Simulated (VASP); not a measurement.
Set up this calculation in VASP 6.6.1, as the native input.

```
Task                   : relaxation of cell and atoms
Functional             : LDA
Potentials or basis    : VASP PAW LDA potentials, release 64 (C)
Cutoff                 : 600 eV
k mesh                 : 12 × 12 × 12
Occupations            : gaussian, width 0.01 eV
Spin                   : no spin polarisation
Target pressure        : 35 GPa
Dipole correction      : no
Further INCAR settings : ALGO = Normal; EDIFF = 1e-07; IBRION = 2; EDIFFG = -0.001; NSW = 80; ISIF = 3
```

The structure of C lies in POSCAR:

```
C
1.0
    0.0000000000      1.7447528145      1.7447528145
    1.7447528145      0.0000000000      1.7447528145
    1.7447528145      1.7447528145      0.0000000000
C
2
Direct
    0.5000000000      0.5000000000      0.5000000000
    0.7500000000      0.7500000000      0.7500000000
```

The input as run:

INCAR

```
SYSTEM = C
ALGO = Normal ; EDIFF = 1E-7
EDIFFG = -0.001 ; ENCUT = 600
GGA = CA ; GGA_COMPAT = .False.
IBRION = 2 ; ISIF = 3
ISMEAR = 0 ; LASPH = .True.
LCHARG = .False. ; LREAL = .False.
LWAVE = .False. ; NELM = 120
NELMIN = 4 ; NSW = 80
PREC = Accurate ; PSTRESS = 350.0
SIGMA = 0.01
```

KPOINTS

```
k-points
0
Gamma
  12 12 12
  0 0 0
```

Potentials or basis: VASP PAW LDA potentials, release 64 (C).

Run with:

```console
$ cat potpaw_LDA.64/C/POTCAR > POTCAR
$ mpirun -np 1 vasp_std > vasp.out
```

Results of the run:

```yaml
Relaxed_volume: 5.16 Å³/atom
Relaxed_cell: a = 2.444 Å, b = 2.444 Å, c = 2.444 Å, α = 60.00°, β = 60.00°, γ = 60.00°
Space_group_after_relaxing_to_0.1_Å: Fd-3m (No. 227)
Energy_change_on_relaxing_the_run_minimises_the_enthalpy: +25.1 meV/atom
Ionic_steps: 6
Pressure_after_relaxing: 35.0 GPa
Band_gap_on_the_k_mesh: 4.36 eV (least direct gap 5.81 eV)
```

Caveat: the cell is relaxed towards a set pressure, so the run minimises the enthalpy, not the energy.

Run time: 13 s on 1 thread of AMD EPYC 7R13 Processor (Zen 3), with other jobs on the host, peak memory 0.08 GiB.
